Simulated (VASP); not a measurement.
Write the native input for VASP 6.6.1 that does the following.

* Task: single point
* Functional: PBE
* Potentials or basis: VASP PAW PBE potentials, release 64 (Pb_d)
* Cutoff: 520 eV
* k mesh: 14 × 14 × 14
* Occupations: fermi-dirac, width 0.05 eV
* Spin: no spin polarisation
* Dipole correction: no
* Further INCAR settings: ALGO = Normal; EDIFF = 1e-06; NBANDS = 21

The structure of Pb lies in POSCAR:

```
Pb
1.0
   -2.9228297053      2.9228297053      1.5590189118
    2.9228297053     -2.9228297053      1.5590189118
    2.9228297053      2.9228297053     -1.5590189118
Pb
2
Direct
   -0.3750000000     -0.1250000000     -0.2500000000
    0.3750000000      0.1250000000      0.2500000000
```

One way to write it, as run:

INCAR

```
SYSTEM = Pb
PREC = Accurate
ENCUT = 520
EDIFF = 1E-6
ISMEAR = -1
SIGMA = 0.05
LREAL = .False.
LASPH = .True.
NELM = 100
ALGO = Normal
ISIF = 2
LWAVE = .False.
LCHARG = .False.
GGA = PE
NBANDS = 21
```

KPOINTS

```
Automatic mesh
0
Gamma
  14 14 14
  0 0 0
```

Potentials or basis: VASP PAW PBE potentials, release 64 (Pb_d).

Run with:

```sh
$ cat potpaw_PBE.64/Pb_d/POTCAR > POTCAR
$ mpirun -np 1 vasp_std > vasp.out
```

Results of the run:

```json
{
  "Pressure": "14.1 GPa",
  "Band gap on the k mesh": "zero (bands 14 and 15 overlap by 3.88 eV)"
}
```

Caveat: the cell stands under pressure; spin-orbit coupling is left out, which moves the levels of the heavy elements.

It took 110 s on 1 thread of Intel(R) Xeon(R) 6975P-C (Granite Rapids), on a shared host, peak memory 0.35 GiB.
